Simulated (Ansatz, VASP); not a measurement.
Two plane-wave programs on In2O3

The input INCAR:

```
ALGO = Normal
EDIFF = 1E-6
ENCUT = 520
GGA = PE
ISIF = 2
ISMEAR = 0
LASPH = T
LCHARG = F
LREAL = Auto
LWAVE = F
NBANDS = 202
NELM = 60
PREC = Accurate
SIGMA = 0.01
```

The input KPOINTS:

```
k-points
0
Gamma
  3 3 3
```

Contents of POSCAR:

```
In2O3
1.0
   -5.0585000000      5.0585000000      5.0585000000
    5.0585000000     -5.0585000000      5.0585000000
    5.0585000000      5.0585000000     -5.0585000000
In O
16 24
Direct
    0.5000000000      0.5000000000      0.5000000000
    0.5000000000      0.0000000000      0.0000000000
    0.0000000000      0.5000000000      0.0000000000
    0.0000000000      0.0000000000      0.5000000000
    0.2500000000      0.7163000000      0.4663000000
    0.7500000000      0.7837000000      0.0337000000
    0.4663000000      0.2500000000      0.7163000000
    0.0337000000      0.7500000000      0.7837000000
    0.7163000000      0.4663000000      0.2500000000
    0.7837000000      0.0337000000      0.7500000000
    0.7500000000      0.2837000000      0.5337000000
    0.2500000000      0.2163000000      0.9663000000
    0.5337000000      0.7500000000      0.2837000000
    0.9663000000      0.2500000000      0.2163000000
    0.2837000000      0.5337000000      0.7500000000
    0.2163000000      0.9663000000      0.2500000000
    0.5354000000      0.7708000000      0.5470000000
    0.7238000000      0.9884000000      0.9530000000
    0.9646000000      0.5116000000      0.2354000000
    0.7762000000      0.7292000000      0.2646000000
    0.5470000000      0.5354000000      0.7708000000
    0.9530000000      0.7238000000      0.9884000000
    0.2354000000      0.9646000000      0.5116000000
    0.2646000000      0.7762000000      0.7292000000
    0.7708000000      0.5470000000      0.5354000000
    0.9884000000      0.9530000000      0.7238000000
    0.5116000000      0.2354000000      0.9646000000
    0.7292000000      0.2646000000      0.7762000000
    0.4646000000      0.2292000000      0.4530000000
    0.2762000000      0.0116000000      0.0470000000
    0.0354000000      0.4884000000      0.7646000000
    0.2238000000      0.2708000000      0.7354000000
    0.4530000000      0.4646000000      0.2292000000
    0.0470000000      0.2762000000      0.0116000000
    0.7646000000      0.0354000000      0.4884000000
    0.7354000000      0.2238000000      0.2708000000
    0.2292000000      0.4530000000      0.4646000000
    0.0116000000      0.0470000000      0.2762000000
    0.4884000000      0.7646000000      0.0354000000
    0.2708000000      0.7354000000      0.2238000000
```

Input for Ansatz:

```yaml
crystal:
  lattice:
    - [-5.0585, 5.0585, 5.0585]
    - [5.0585, -5.0585, 5.0585]
    - [5.0585, 5.0585, -5.0585]
  atoms:
    - { symbol: In, position: [0.5, 0.5, 0.5] }
    - { symbol: In, position: [0.5, 0.0, 0.0] }
    - { symbol: In, position: [0.0, 0.5, 0.0] }
    - { symbol: In, position: [0.0, 0.0, 0.5] }
    - { symbol: In, position: [0.25, 0.7163, 0.4663] }
    - { symbol: In, position: [0.75, 0.7837, 0.0337] }
    - { symbol: In, position: [0.4663, 0.25, 0.7163] }
    - { symbol: In, position: [0.0337, 0.75, 0.7837] }
    - { symbol: In, position: [0.7163, 0.4663, 0.25] }
    - { symbol: In, position: [0.7837, 0.0337, 0.75] }
    - { symbol: In, position: [0.75, 0.2837, 0.5337] }
    - { symbol: In, position: [0.25, 0.2163, 0.9663] }
    - { symbol: In, position: [0.5337, 0.75, 0.2837] }
    - { symbol: In, position: [0.9663, 0.25, 0.2163] }
    - { symbol: In, position: [0.2837, 0.5337, 0.75] }
    - { symbol: In, position: [0.2163, 0.9663, 0.25] }
    - { symbol: O, position: [0.5354, 0.7708, 0.547] }
    - { symbol: O, position: [0.7238, 0.9884, 0.953] }
    - { symbol: O, position: [0.9646, 0.5116, 0.2354] }
    - { symbol: O, position: [0.7762, 0.7292, 0.2646] }
    - { symbol: O, position: [0.547, 0.5354, 0.7708] }
    - { symbol: O, position: [0.953, 0.7238, 0.9884] }
    - { symbol: O, position: [0.2354, 0.9646, 0.5116] }
    - { symbol: O, position: [0.2646, 0.7762, 0.7292] }
    - { symbol: O, position: [0.7708, 0.547, 0.5354] }
    - { symbol: O, position: [0.9884, 0.953, 0.7238] }
    - { symbol: O, position: [0.5116, 0.2354, 0.9646] }
    - { symbol: O, position: [0.7292, 0.2646, 0.7762] }
    - { symbol: O, position: [0.4646, 0.2292, 0.453] }
    - { symbol: O, position: [0.2762, 0.0116, 0.047] }
    - { symbol: O, position: [0.0354, 0.4884, 0.7646] }
    - { symbol: O, position: [0.2238, 0.2708, 0.7354] }
    - { symbol: O, position: [0.453, 0.4646, 0.2292] }
    - { symbol: O, position: [0.047, 0.2762, 0.0116] }
    - { symbol: O, position: [0.7646, 0.0354, 0.4884] }
    - { symbol: O, position: [0.7354, 0.2238, 0.2708] }
    - { symbol: O, position: [0.2292, 0.453, 0.4646] }
    - { symbol: O, position: [0.0116, 0.047, 0.2762] }
    - { symbol: O, position: [0.4884, 0.7646, 0.0354] }
    - { symbol: O, position: [0.2708, 0.7354, 0.2238] }
scf:
  occupations: { method: fixed }
output:
  forces: false
  stress: false
  eigenvalues: true
  eigenstates:
    kpoints:
      - [0, 0, 0]
      - [0.5, -0.5, 0.5]
      - [0, 0, 0.5]
      - [0.25, 0.25, 0.25]
      - [0.05, 0.05, -0.05]
      - [0, 0, 0.05]
    e_range: [-4.5, 4]
  optics:
    e_range: [0, 7]
    de: 0.04
    sigma: 0.08
    bands: { spectra_wanted_up_to: 7 }
    nscf_kmesh: { grid: [6, 6, 6] }
  write_density: true
  write_potential: true
  elf: true
  volumetric_format: npy
kpoints:
  mp_grid: { grid: [3, 3, 3] }
hamiltonian:
  xc: pbe
```

Alike in both runs: task single point; functional PBE; k mesh 3 × 3 × 3; no spin polarisation.

|  | VASP | Ansatz |
| --- | --- | --- |
| version | VASP 6.6.1 | Ansatz 0.2.0 |
| potentials or method | VASP PAW PBE potentials, release 64 (In_d, O) | scalar-relativistic, plane waves, PAW |
| plane-wave cutoff (eV) | 520 | 420 |
| occupations | gaussian, width 0.01 eV | fixed |
| valence electrons in the cell | 352 | 352 |

```csv
,VASP,Ansatz,Ansatz less VASP
gap on the k mesh at the Fermi level (eV),1.19,1.20,+0.009
least direct gap on the mesh (eV),1.19,1.20,+0.009
```
